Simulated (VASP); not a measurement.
# Rb (Im-3m) in VASP: further runs

The runs below take Rb through single point, relaxation of volume and atoms at fixed shape, with LDA.

Program: VASP 6.6.1. These are calculated values, not measurements. Logs are shortened: lines on timing, memory, paths and dates and some standing lists are left out, and cuts for length are marked.

### Step 1. The cell of the first run

Symmetry: Im-3m, No. 229, cubic system. Conventional cell: a = 5.385 Å, b = 5.385 Å, c = 5.385 Å, α = 90.00°, β = 90.00°, γ = 90.00°.

### Step 2. Single point, LDA

INCAR reads:

```
PREC = Accurate
ENCUT = 520
EDIFF = 1E-6
ISMEAR = 0
SIGMA = 0.1
LREAL = False
LASPH = True
NELM = 60
ALGO = Normal
ISIF = 2
LWAVE = False
LCHARG = True
LELF = True
LVHAR = True
NBANDS = 10
```

KPOINTS reads:

```
Automatic mesh
0
Gamma
  12 12 12
```

POSCAR reads:

```
Rb
1.0
   -2.6927324234      2.6927324234      2.6927324234
    2.6927324234     -2.6927324234      2.6927324234
    2.6927324234      2.6927324234     -2.6927324234
Rb
1
Direct
    0.0000000000      0.0000000000      0.0000000000
```

Potentials or basis: VASP PAW LDA potentials, release 64 (Rb_sv).

Run with:

```bash
$ cat potpaw_LDA.64/Rb_sv/POTCAR > POTCAR
$ mpirun -np 1 vasp_std > vasp.out
```

OUTCAR:

```text
PREC = Accurate
   ENCUT = 520
   EDIFF = 1E-6
   ISMEAR = 0
   LREAL = False
   LASPH = True
   NELM = 60
   ISIF = 2

 ion  position               nearest neighbor table
   1  0.000  0.000  0.000-

  LATTYP: Found a body centered cubic cell.
 ALAT       =     5.3854648468

  Lattice vectors:

 A1 = (  -2.6927324234,   2.6927324234,   2.6927324234)
 A2 = (   2.6927324234,  -2.6927324234,   2.6927324234)
 A3 = (   2.6927324234,   2.6927324234,  -2.6927324234)

Analysis of symmetry for initial positions (statically):
=====================================================================
 Subroutine PRICEL returns:
 Original cell was already a primitive cell.

 Routine SETGRP: Setting up the symmetry group for a
 body centered cubic supercell.

 Subroutine GETGRP returns: Found 48 space group operations
 (whereof 48 operations were pure point group operations)
 out of a pool of 48 trial point group operations.

The static configuration has the point symmetry O_h .

Analysis of symmetry for dynamics (positions and initial velocities):
=====================================================================
 Subroutine PRICEL returns:
 Original cell was already a primitive cell.

 Routine SETGRP: Setting up the symmetry group for a
 body centered cubic supercell.

 Subroutine GETGRP returns: Found 48 space group operations
 (whereof 48 operations were pure point group operations)
 out of a pool of 48 trial point group operations.

The dynamic configuration has the point symmetry O_h .

 Subroutine INISYM returns: Found 48 space group operations
 (whereof 48 operations are pure point group operations),
 and found     1 'primitive' translations

----------------------------------------------------------------------------------------

                                     Primitive cell

  volume of cell :      78.0979

  direct lattice vectors                    reciprocal lattice vectors
    -2.692732423  2.692732423  2.692732423     0.000000000  0.185684993  0.185684993
     2.692732423 -2.692732423  2.692732423     0.185684993  0.000000000  0.185684993
     2.692732423  2.692732423 -2.692732423     0.185684993  0.185684993  0.000000000

  length of vectors
     4.663949369  4.663949369  4.663949369     0.262598235  0.262598235  0.262598235

  position of ions in fractional coordinates (direct lattice)
     0.000000000  0.000000000  0.000000000

  ion indices of the primitive-cell ions
   primitive index   ion index
                 1           1

----------------------------------------------------------------------------------------

 KPOINTS: Automatic mesh

Automatic generation of k-mesh.
 Grid dimensions read from file:
 generate k-points for:   12   12   12

 Generating k-lattice:

  Cartesian coordinates                     Fractional coordinates (reciprocal lattice)
     0.000000000  0.015473749  0.015473749     0.083333333  0.000000000  0.000000000
     0.015473749  0.000000000  0.015473749     0.000000000  0.083333333  0.000000000
     0.015473749  0.015473749  0.000000000     0.000000000  0.000000000  0.083333333

  Length of vectors
     0.021883186  0.021883186  0.021883186

  Shift w.r.t. Gamma in fractional coordinates (k-lattice)
     0.000000000  0.000000000  0.000000000

 Subroutine IBZKPT returns following result:
 ===========================================

 Found     72 irreducible k-points:

 Following reciprocal coordinates:
            Coordinates               Weight
  0.000000  0.000000  0.000000      1.000000
  0.083333  0.000000  0.000000     12.000000
  0.166667  0.000000  0.000000     12.000000
  0.250000  0.000000  0.000000     12.000000
  0.333333  0.000000  0.000000     12.000000
  0.416667  0.000000  0.000000     12.000000
[... 16 lines left out ...]
  0.333333  0.083333  0.083333     24.000000
  0.416667  0.083333  0.083333     12.000000
 [... further k-points ...]
   k-points           NKPTS =     72   k-points in BZ     NKDIM =     72   number of bands    NBANDS=     10
   number of dos      NEDOS =    301   number of ions     NIONS =      1
   total plane-waves  NPLWV =  46656
   dimension x,y,z NGX =    36 NGY =   36 NGZ =   36
   dimension x,y,z NGXF=    72 NGYF=   72 NGZF=   72
   ions per type =               1
   NGX,Y,Z   is equivalent  to a cutoff of  12.83, 12.83, 12.83 a.u.
   NGXF,Y,Z  is equivalent  to a cutoff of  25.66, 25.66, 25.66 a.u.
 SYSTEM =  unknown system
   PREC   = accura    normal or accurate (medium, high low for compatibility)
   ISTART =      0    job   : 0-new  1-cont  2-samecut
   ICHARG =      2    charge: 1-file 2-atom 10-const
   ISPIN  =      1    spin polarized calculation?
   LNONCOLLINEAR =      F non collinear calculations
   LSORBIT =      F    spin-orbit coupling
   LASPH  =      T    aspherical Exc in radial PAW
   ENCUT  =  520.0 eV  38.22 Ry    6.18 a.u.   8.67  8.67  8.67*2*pi/ulx,y,z
   NELM   =     60;   NELMIN=  2; NELMDL= -5     # of ELM steps
   EDIFF  = 0.1E-05   stopping-criterion for ELM
   LREAL  =      F    real-space projection
   EDIFFG = 0.1E-04   stopping-criterion for IOM
   NSW    =      0    number of steps for IOM
   IBRION =     -1    ionic relax: 0-MD 1-quasi-New 2-CG
   NFREE  =      0    steps in history (QN), initial steepest desc. (CG)
   ISIF   =      2    stress and relaxation
   ISYM   =      2    0-nonsym 1-usesym 2-fastsym
   POTIM  = 0.5000    time-step for ionic-motion
   TEBEG  =    0.0;   TEEND  =   0.0 temperature during run
   PSTRESS=    0.0 pullay stress
   NELECT =       9.0000    total number of electrons
   NUPDOWN=      -1.0000    fix difference up-down
   EMIN   =  10.00;   EMAX   =-10.00  energy-range for DOS
   EFERMI =   0.00;   METHOD = LEGACY
   ISMEAR =     0;   SIGMA  =   0.10  broadening in eV -4-tet -1-fermi 0-gaus
   EFERMI_NEDOS =   21; number of points for ismear=-14 and -15
   IALGO  =     38    algorithm
   IMIX   =      4    mixing-type and parameters
     AMIX     =   0.40;   BMIX     =  1.00
     AMIX_MAG =   1.60;   BMIX_MAG =  1.00
  volume/ion in A,a.u.               =      78.10       527.03
  Fermi-wavevector in a.u.,A,eV,Ry     =   0.796665  1.505479  8.635282  0.634675
  Thomas-Fermi vector in A             =   1.903232
   LORBIT       =      0    0 simple, 1 ext, 2 COOP (PROOUT), +10 PAW based schemes
   GGA     = CA    functional components
   LHFCALC =     F    Hartree Fock is set to
   AEXX    =    0.0000 exact exchange contribution
   IVDW    =     0    specifies the selected vdW correction
   LEPSILON=     F    determine dielectric tensor
   LRPA    =     F    only Hartree local field effects (RPA)
 non-spin polarized calculation
 Gauss-broadening in eV      SIGMA  =   0.10
  energy-cutoff  :      520.00
  volume of cell :       78.10
 maximum number of plane-waves:      2123
   NGX = 17   NGY = 17   NGZ = 17

 number of electron       9.0000000 magnetization

 Free energy of the ion-electron system (eV)
  ---------------------------------------------------
  ext. energy  EPLUGINS =         0.00000000
  ---------------------------------------------------
  free energy    TOTEN  =        -1.06076363 eV

  energy without entropy =       -1.05509321  energy(sigma->0) =       -1.05792842

 E-fermi :   0.1406     XC(G=0):  -6.0821

 val. band max:        0.1391168750   @ k =   0.2500   0.2500   0.0000
 cond. band min:       0.1723951671   @ k =   0.3333   0.1667  -0.0000
 fundamental gap:      0.0332782920
 Fermi energy:         0.1406306010

 k-point     1 :       0.0000    0.0000    0.0000
  band No.  band energies     occupation
      1     -28.5756      2.00000
      2     -12.6553      2.00000
      3     -12.6553      2.00000
      4     -12.6553      2.00000
      5      -2.0492      2.00000
      6       3.8579      0.00000
      7       3.8579      0.00000
      8       3.8579      0.00000
      9       4.9506      0.00000
     10       4.9506      0.00000

 k-point     2 :       0.0833    0.0000    0.0000
  band No.  band energies     occupation
      1     -28.5750      2.00000
      2     -12.6668      2.00000
      3     -12.6589      2.00000
      4     -12.6553      2.00000
      5      -1.9537      2.00000
      6       3.7363      0.00000
      7       3.7391      0.00000
      8       3.9496      0.00000
      9       4.7588      0.00000
     10       4.9214      0.00000

 k-point     3 :       0.1667    0.0000    0.0000
  band No.  band energies     occupation
      1     -28.5733      2.00000
      2     -12.6982      2.00000
      3     -12.6689      2.00000
      4     -12.6554      2.00000
      5      -1.6749      2.00000
      6       3.2884      0.00000
      7       3.4569      0.00000
      8       4.2214      0.00000
      9       4.6525      0.00000
     10       4.8790      0.00000

 k-point     4 :       0.2500    0.0000    0.0000
  band No.  band energies     occupation
      1     -28.5711      2.00000
      2     -12.7401      2.00000
      3     -12.6825      2.00000
      4     -12.6555      2.00000
      5      -1.2366      2.00000
      6       2.6649      0.00000
      7       3.1527      0.00000
      8       4.6644      0.00000
      9       4.7471      0.00000
     10       4.8987      0.00000
[... 222 lines left out ...]
 k-point    22 :       0.2500    0.0833    0.0833
  band No.  band energies     occupation
      1     -28.5684      2.00000
      2     -12.7825      2.00000
      3     -12.6964      2.00000
      4     -12.6655      2.00000
      5      -0.5131      2.00000
      6       2.0546      0.00000
      7       2.5922      0.00000
      8       4.8747      0.00000
      9       5.1891      0.00000
     10       5.2522      0.00000

 k-point    23 :       0.3333    0.0833    0.0833
  band No.  band energies     occupation
      1     -28.5669      2.00000
      2     -12.8029      2.00000
      3     -12.7108      2.00000
      4     -12.6662      2.00000
      5       0.0950      1.48161
      6       1.5189      0.00000
      7       2.4554      0.00000
      8       4.6447      0.00000
      9       5.4705      0.00000
     10       5.5495      0.00000

 k-point    24 :       0.4167    0.0833    0.0833
  band No.  band energies     occupation
      1     -28.5664      2.00000
      2     -12.8100      2.00000
      3     -12.7163      2.00000
      4     -12.6664      2.00000
      5       0.5094      0.00000
      6       1.1457      0.00000
      7       2.4095      0.00000
      8       4.5012      0.00000
      9       5.6320      0.00000
     10       5.7254      0.00000

 [... further k-points ...]

------------------------ aborting loop because EDIFF is reached ----------------------------------------

  FORCE on cell =-STRESS in cart. coord.  units (eV):
  Direction    XX          YY          ZZ          XY          YZ          ZX
  --------------------------------------------------------------------------------------
  -------------------------------------------------------------------------------------
  Total       -0.0092459     -0.0092459     -0.0092459     -0.0000000     -0.0000000      0.0000000
  in kB       -0.1896796     -0.1896796     -0.1896796     -0.0000000     -0.0000000      0.0000000
  external PRESSURE =      -0.1896796 kB  Pullay stress =       0.0000000 kB

 VOLUME and BASIS-vectors are now :
 -----------------------------------------------------------------------------
  energy-cutoff  :      520.00
  volume of cell :       78.10
      direct lattice vectors                 reciprocal lattice vectors
    -2.692732423  2.692732423  2.692732423     0.000000000  0.185684993  0.185684993
     2.692732423 -2.692732423  2.692732423     0.185684993  0.000000000  0.185684993
     2.692732423  2.692732423 -2.692732423     0.185684993  0.185684993  0.000000000

 POSITION                                       TOTAL-FORCE (eV/Angst)
 -----------------------------------------------------------------------------------
      0.00000      0.00000      0.00000        -0.000000      0.000000     -0.000000
 -----------------------------------------------------------------------------------
    total drift:                               -0.000000      0.000000      0.000000

  FREE ENERGIE OF THE ION-ELECTRON SYSTEM (eV)
  ---------------------------------------------------
  free  energy   TOTEN  =        -1.0607636338 eV

  energy  without entropy=       -1.0550932125  energy(sigma->0) =       -1.05792842
```

Wall time 13 s (1 thread of Intel Xeon 6975P-C (Granite Rapids), shared host); peak memory 0.19 GiB.

What came out:

```
Free energy            : -1.0608 eV
Pressure               : 0.0 GPa
Band gap on the k mesh : zero (an odd number of electrons rules out a gap without spin polarisation)
```

(Part 1 of 2 ends here.)

The gap in the log of VASP goes by the Fermi energy; the results here count the filled bands.